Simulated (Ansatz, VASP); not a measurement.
## One calculation of Ge, two programs

INCAR

```
  ALGO = Normal
  EDIFF = 1E-6
  ENCUT = 520
  GGA = PE
  ISIF = 2
  ISMEAR = -1
  LASPH = T
  LCHARG = T
  LELF = T
  LREAL = F
  LVHAR = T
  LWAVE = F
  NBANDS = 36
  NELM = 100
  PREC = Accurate
  SIGMA = 0.05
```

Contents of KPOINTS:

```
k-points
0
Gamma
  11 11 6
```

The input POSCAR:

```
Ge
1.0
    3.8776582678      0.0000000000      0.0000000000
   -1.9388291339      3.3581505672      0.0000000000
    0.0000000000      0.0000000000      6.5993779500
Ge
4
Direct
    0.6666666667      0.3333333333      0.0629012500
    0.3333333333      0.6666666667      0.5629012500
    0.6666666667      0.3333333333      0.4370987500
    0.3333333333      0.6666666667      0.9370987500
```

Input for Ansatz:

```yaml
crystal:
  lattice:
    - [3.8776582678, 0.0, 0.0]
    - [-1.9388291339, 3.3581505672, 0.0]
    - [0.0, 0.0, 6.59937795]
  atoms:
    - { symbol: Ge, position: [0.6666666667, 0.3333333333, 0.06290125] }
    - { symbol: Ge, position: [0.3333333333, 0.6666666667, 0.56290125] }
    - { symbol: Ge, position: [0.6666666667, 0.3333333333, 0.43709875] }
    - { symbol: Ge, position: [0.3333333333, 0.6666666667, 0.93709875] }
kpoints:
  mp_grid: { grid: [11, 11, 6] }
  band_path:
    path:
      - [0.0, 0.0, 0.0]
      - [0.5, 0.0, 0.0]
      - [0.3333333333, 0.3333333333, 0.0]
      - [0.0, 0.0, 0.0]
      - [0.0, 0.0, 0.5]
      - [0.5, 0.0, 0.5]
      - [0.3333333333, 0.3333333333, 0.5]
      - [0.0, 0.0, 0.5]
      - [0.5, 0.0, 0.5]
    npoints: 5
scf:
  occupations: { method: fermi_dirac, width: 0.05 }
hamiltonian:
  xc: pbe
  pseudopotentials: { kind: all_electron, lapw: { basis_error: 0.001 } }
output:
  forces: true
  stress: true
  eigenvalues: true
```

Change from the starting cell: equal xx and yy strain of -3 %.

Alike in both runs: task single point; functional PBE; k mesh 11 × 11 × 6; occupations fermi-dirac, width 0.05 eV; no spin polarisation.

```csv
,VASP,Ansatz
version,VASP 6.6.1,Ansatz 0.2.0
potentials or method,"VASP PAW PBE potentials, release 64 (Ge_d), cutoff 520 eV","all-electron LAPW, scalar-relativistic"
```

VASP gave:

- pressure (GPa): 8.1
- traceless stress, the component that is largest in VASP (GPa): -4.25
- rms of the force components (eV/Å): 0.220

Question: Estimate Ansatz's values.

Answer: Pressure (GPa): 8.1; traceless stress, the component that is largest in VASP (GPa): -4.26; rms of the force components (eV/Å): 0.221.

Atom by atom the forces differ by 0.002 eV/Å (rms over components). Ansatz ran all-electron here, and VASP with PAW potentials.
